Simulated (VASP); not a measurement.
Set up this calculation in VASP 6.6.1, as the native input.

```
Task                   : single point
Functional             : revPBE
Dispersion             : D3(BJ)
Potentials or basis    : VASP PAW PBE potentials, release 64 (Si, C)
Cutoff                 : 520 eV
k mesh                 : 10 × 10 × 10
Occupations            : gaussian, width 0.05 eV
Spin                   : no spin polarisation
Dipole correction      : no
Further INCAR settings : ALGO = Normal; EDIFF = 1e-07; NBANDS = 11
```

The structure of SiC lies in POSCAR:

```
SiC
1.0
    0.0000000000      2.1632414217      2.1632414217
    2.1632414217      0.0000000000      2.1632414217
    2.1632414217      2.1632414217      0.0000000000
Si C
1 1
Direct
    0.0000000000      0.0000000000      0.0000000000
    0.7500000000      0.7500000000      0.7500000000
```

One way to write it, as run:

INCAR

```
PREC     = Accurate       # precision mode
ENCUT    = 520            # plane-wave cutoff, eV
EDIFF    = 1E-7           # SCF threshold, eV
ISMEAR   = 0              # smearing method
SIGMA    = 0.05           # smearing width, eV
LREAL    = False          # projectors in reciprocal space
LASPH    = True           # aspherical terms in the spheres
NELM     = 60             # most SCF steps
ALGO     = Normal         # electronic algorithm
ISIF     = 2              # what is computed and relaxed
LWAVE    = False          # write WAVECAR
LCHARG   = False          # write CHGCAR
GGA      = RE             # functional
IVDW     = 12             # dispersion correction
NBANDS   = 11             # bands
```

KPOINTS

```
regular mesh
0
Gamma
  10 10 10
```

Potentials or basis: VASP PAW PBE potentials, release 64 (Si, C).

Command:

```sh
$ cat potpaw_PBE.64/Si/POTCAR potpaw_PBE.64/C/POTCAR > POTCAR
$ mpirun -np 1 vasp_std > vasp.out
```

Results of the run:

The pressure is 0.7 GPa. The band gap on the k mesh is 1.34 eV, indirect (least direct gap 4.56 eV) and the dispersion energy per atom is -0.613 eV.

Caveat: the PAW data sets were made with another functional, which shifts forces and pressure a little.

It used 11 s of CPU time on 1 thread of AMD EPYC 7R13 Processor (Zen 3), on a shared host.
